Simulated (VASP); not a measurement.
A run of VASP 6.6.1 is set up as follows.

Contents of POSCAR:

```
GdO
1.0
    0.0000000000      2.6586401171      2.6586401171
    2.6586401171      0.0000000000      2.6586401171
    2.6586401171      2.6586401171      0.0000000000
Gd O
1 1
Direct
    0.0000000000      0.0000000000      0.0000000000
    0.2500000000      0.2500000000      0.2500000000
```

Contents of INCAR.step1:

```
PREC = Accurate
ENCUT = 520
EDIFF = 1E-5
ISMEAR = -1
SIGMA = 0.05
LREAL = False
LASPH = True
NELM = 150
ALGO = Normal
ISIF = 2
LWAVE = True
LCHARG = False
ISPIN = 2
MAGMOM = 7 0
LORBIT = 11
LMAXMIX = 6
GGA = PE
NBANDS = 23
```

INCAR.step2

```
PREC = Accurate
ENCUT = 520
EDIFF = 1E-7
ISMEAR = -1
SIGMA = 0.05
LREAL = False
LASPH = True
NELM = 150
ALGO = Normal
ISIF = 2
LWAVE = False
LCHARG = False
ISPIN = 2
MAGMOM = 7 0
LORBIT = 11
LMAXMIX = 6
GGA = PS
LHFCALC = True
AEXX = 0.25
PRECFOCK = Normal
ISTART = 1
NBANDS = 23
```

Contents of KPOINTS:

```
regular mesh
0
Gamma
  5 5 5
```

Potentials or basis: VASP PAW PBE potentials, release 64 (Gd, O).

Launch:

```console
$ cat potpaw_PBE.64/Gd/POTCAR potpaw_PBE.64/O/POTCAR > POTCAR
$ cp INCAR.step1 INCAR
$ mpirun -np 1 vasp_std > vasp.out
$ cp INCAR.step2 INCAR
$ mpirun -np 1 vasp_std > vasp.out
```

(1) What does it give for the band gap on the k mesh?

(2) Predict the site moments.

(3) What does it give for the pressure?

(4) Estimate the net moment.

## Answers

(1) zero (filled and empty bands overlap).

(2) Gd +7.08; O +0.02 μB.

(3) 0.1 GPa.

(4) 7.98 μB per cell.

Caveat: the k points lie up to 0.41 Å⁻¹ apart; the PAW data sets were made with another functional, which shifts forces and pressure a little; spin-orbit coupling is left out, which moves the levels of the heavy elements; a cell with one magnetic atom can't hold antiferromagnetic order, which such compounds often take.
